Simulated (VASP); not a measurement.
Set up this calculation in VASP 6.6.1, as the native input.

| Item | Value |
| --- | --- |
| Task | single point |
| Functional | PBE |
| Potentials or basis | VASP PAW PBE potentials, release 64 (Na_pv, H) |
| Cutoff | 520 eV |
| k mesh | 6 × 6 × 4 |
| Occupations | gaussian, width 0.01 eV |
| Spin | no spin polarisation |
| Dipole correction | no |
| Further INCAR settings | ALGO = Normal; EDIFF = 1e-06; NBANDS = 16 |

The structure of NaH lies in POSCAR:

```
NaH
1.0
    3.9716508474      0.0000000000      0.0000000000
   -1.9858254237      3.4395505289      0.0000000000
    0.0000000000      0.0000000000      4.8740218761
Na H
2 2
Direct
    0.3333333333      0.6666666667     -0.0625143191
    0.6666666667      0.3333333333      0.4374856809
    0.3333333333      0.6666666667      0.4375143191
    0.6666666667      0.3333333333      0.9375143191
```

These files were run (other wordings do the same):

INCAR

```
SYSTEM = NaH
PREC = Accurate ; ENCUT = 520
EDIFF = 1E-6 ; ISMEAR = 0
SIGMA = 0.01 ; LREAL = .FALSE.
LASPH = .TRUE. ; NELM = 60
ALGO = Normal ; ISIF = 2
LWAVE = .FALSE. ; LCHARG = .TRUE.
GGA = PE ; LELF = .TRUE.
LVHAR = .TRUE. ; NBANDS = 16
```

KPOINTS

```
regular mesh
0
G
  6 6 4
  0 0 0
```

Potentials or basis: VASP PAW PBE potentials, release 64 (Na_pv, H).

Run with:

```bash
$ cat potpaw_PBE.64/Na_pv/POTCAR potpaw_PBE.64/H/POTCAR > POTCAR
$ mpirun -np 1 vasp_std > vasp.out
```

Results of the run:

| Property | Result |
| --- | --- |
| Pressure | 0.0 GPa |
| Band gap on the k mesh | 3.34 eV, indirect (least direct gap 4.23 eV) |

It took 9.7 s on 1 thread of Intel(R) Xeon(R) 6975P-C (Granite Rapids), with other jobs on the host, peak memory 0.17 GiB.
